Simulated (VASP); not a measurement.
Here is a VASP 6.6.1 calculation.

Contents of INCAR:

```
ALGO = Normal ; EDIFF = 1E-7
ENCUT = 520 ; GGA = PE
ISIF = 2 ; ISMEAR = -1
LASPH = True ; LCHARG = False
LREAL = False ; LWAVE = False
NBANDS = 63 ; NELM = 100
PREC = Accurate ; SIGMA = 0.06122561905347299
```

File KPOINTS:

```
k-points
0
Gamma
  7 7 7
```

POSCAR

```
Sr2O5
1.0
    5.9182782085      0.0000000000      0.0000000000
    0.0000000000      5.9182782085      0.0000000000
    0.0000000000      0.0000000000      5.9182782085
Sr O
4 10
Direct
    0.0000000000      0.0000000000      0.0000000000
    0.5000000000      0.5000000000      0.0000000000
    0.5000000000      0.0000000000      0.5000000000
    0.0000000000      0.5000000000      0.5000000000
    0.5000000000      0.0000000000      0.0000000000
    0.0000000000      0.5000000000      0.0000000000
    0.0000000000      0.0000000000      0.5000000000
    0.5000000000      0.5000000000      0.5000000000
    0.7500000000      0.7500000000      0.2500000000
    0.7500000000      0.2500000000      0.7500000000
    0.2500000000      0.7500000000      0.7500000000
    0.7500000000      0.2500000000      0.2500000000
    0.2500000000      0.7500000000      0.2500000000
    0.2500000000      0.2500000000      0.7500000000
```

Potentials or basis: VASP PAW PBE potentials, release 64 (Sr_sv, O).

Command:

```console
$ cat potpaw_PBE.64/Sr_sv/POTCAR potpaw_PBE.64/O/POTCAR > POTCAR
$ mpirun -np 1 vasp_std > vasp.out
```

Task: Estimate the band gap on the k mesh.

Result: Zero (bands 50 and 51 overlap by 0.16 eV).

Task: What does it give for the pressure?

Result: -3.7 GPa.

Caveat: the cell stands under tension; semilocal functionals underestimate gaps, so a narrow gap can read as zero.
